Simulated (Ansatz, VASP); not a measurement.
# BaS: VASP beside Ansatz

INCAR

```
PREC     = Accurate       # precision mode
ENCUT    = 500            # plane-wave cutoff, eV
EDIFF    = 1E-6           # SCF threshold, eV
ISMEAR   = 0              # smearing method
SIGMA    = 0.02           # smearing width, eV
LREAL    = False          # projectors in reciprocal space
LASPH    = True           # aspherical terms in the spheres
NELM     = 120            # most SCF steps
ALGO     = Normal         # electronic algorithm
ISIF     = 2              # what is computed and relaxed
LWAVE    = False          # write WAVECAR
LCHARG   = False          # write CHGCAR
GGA      = PS             # functional
NBANDS   = 15             # bands
GGA_COMPAT= False
```

The input KPOINTS:

```
regular mesh
0
Gamma
  4 4 4
```

File POSCAR:

```
BaS
1.0
    0.0000000000      3.1659234543      3.1659234543
    3.1659234543      0.0000000000      3.1659234543
    3.1659234543      3.1659234543      0.0000000000
Ba S
1 1
Direct
    0.0000000000      0.0000000000      0.0000000000
    0.5000000000      0.5000000000      0.5000000000
```

Input for Ansatz:

```yaml
crystal:
  lattice:
    - [0.0, 3.1659234543, 3.1659234543]
    - [3.1659234543, 0.0, 3.1659234543]
    - [3.1659234543, 3.1659234543, 0.0]
  atoms:
    - { symbol: Ba, position: [0.0, 0.0, 0.0] }
    - { symbol: S, position: [0.5, 0.5, 0.5] }
basis:
  ecutwfc: 420
kpoints:
  mp_grid: { grid: [4, 4, 4] }
hamiltonian:
  xc: pbesol
  pseudopotentials: { kind: paw, azcp: { folder: soft_1 } }
scf:
  occupations: { method: gaussian, width: 0.02 }
output:
  forces: true
  stress: true
  eigenvalues: true
```

Alike in both runs: task single point; functional PBEsol; k mesh 4 × 4 × 4; occupations gaussian, width 0.02 eV; no spin polarisation.

|  | VASP | Ansatz |
| --- | --- | --- |
| version | VASP 6.6.1 | Ansatz 0.2.0 |
| potentials or method | VASP PAW PBE potentials, release 64 (Ba_sv, S), cutoff 500 eV | scalar-relativistic, plane waves, PAW |
| valence electrons in the cell | 16 | 16 |

VASP gave:

| Item | Value |
| --- | --- |
| gap on the k mesh at the Fermi level (eV) | 1.93 |
| least direct gap on the mesh (eV) | 2.05 |
| pressure (GPa) | 0.7 |

Problem. What did Ansatz give for the same quantities?

Solution. gap on the k mesh at the Fermi level (eV): 2.03; least direct gap on the mesh (eV): 2.12; pressure (GPa): 0.0.

VASP's potentials were made for PBE, not for PBEsol, and Ansatz warns of the same on its side.

The k mesh is coarse, so the values compare programs but aren't converged. Neither program's run includes spin-orbit coupling.
